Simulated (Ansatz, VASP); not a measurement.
One calculation of PtSe2, two programs

The input INCAR:

```
  PREC = Accurate
  ENCUT = 520
  EDIFF = 1E-7
  ISMEAR = 0
  SIGMA = 0.011
  LREAL = F
  LASPH = T
  NELM = 80
  ALGO = Normal
  ISIF = 2
  LWAVE = F
  LCHARG = F
  GGA = PE
  NBANDS = 18
```

KPOINTS

```
regular mesh
0
Gamma
  8 8 5
```

File POSCAR:

```
PtSe2
1.0
    3.7240000000      0.0000000000      0.0000000000
   -1.8620000000      3.2250786037      0.0000000000
    0.0000000000      0.0000000000      5.0620000000
Pt Se
1 2
Direct
    0.0000000000      0.0000000000      0.0000000000
    0.6666666667      0.3333333333      0.7500000000
    0.3333333333      0.6666666667      0.2500000000
```

input.yaml

```yaml
crystal:
  lattice:
    - [3.724, 0.0, 0.0]
    - [-1.862, 3.2250786037, 0.0]
    - [0.0, 0.0, 5.062]
  atoms:
    - { symbol: Pt, position: [0.0, 0.0, 0.0] }
    - { symbol: Se, position: [0.6666666667, 0.3333333333, 0.75] }
    - { symbol: Se, position: [0.3333333333, 0.6666666667, 0.25] }
hamiltonian:
  xc: pbe
  pseudopotentials: { kind: paw }
kpoints:
  mp_grid: { grid: [8, 8, 5] }
scf:
  occupations: { method: gaussian, width: 0.011 }
output:
  forces: true
  stress: true
  eigenvalues: true
  write_density: true
  write_potential: true
  elf: true
  volumetric_format: npy
```

Alike in both runs: task single point; functional PBE; k mesh 8 × 8 × 5; occupations gaussian, width 0.011 eV; no spin polarisation.

|  | VASP | Ansatz |
| --- | --- | --- |
| version | VASP 6.6.1 | Ansatz 0.2.0 |
| potentials or method | VASP PAW PBE potentials, release 64 (Pt, Se) | Ansatz PAW |
| plane-wave cutoff (eV) | 520 | 420 |
| valence electrons in the cell | 22 | 50 |

Ansatz gave:

| Property | Result |
| --- | --- |
| gap on the k mesh at the Fermi level (eV) | none |
| pressure (GPa) | 7.3 |
| traceless stress, the component that is largest in VASP (GPa) | -1.15 |
| rms of the force components (eV/Å) | 0.269 |

Q: Which values does VASP return?

A: gap on the k mesh at the Fermi level (eV): none; pressure (GPa): 7.3; traceless stress, the component that is largest in VASP (GPa): -1.16; rms of the force components (eV/Å): 0.271.

Atom by atom the forces differ by 0.003 eV/Å (rms over components). A gap of «none» marks a metal or a gap that the smearing closes. VASP's potentials hold 22 valence electrons a cell and Ansatz's 50, so a difference there can come from the potentials and not from the codes.

Neither program's run includes spin-orbit coupling.
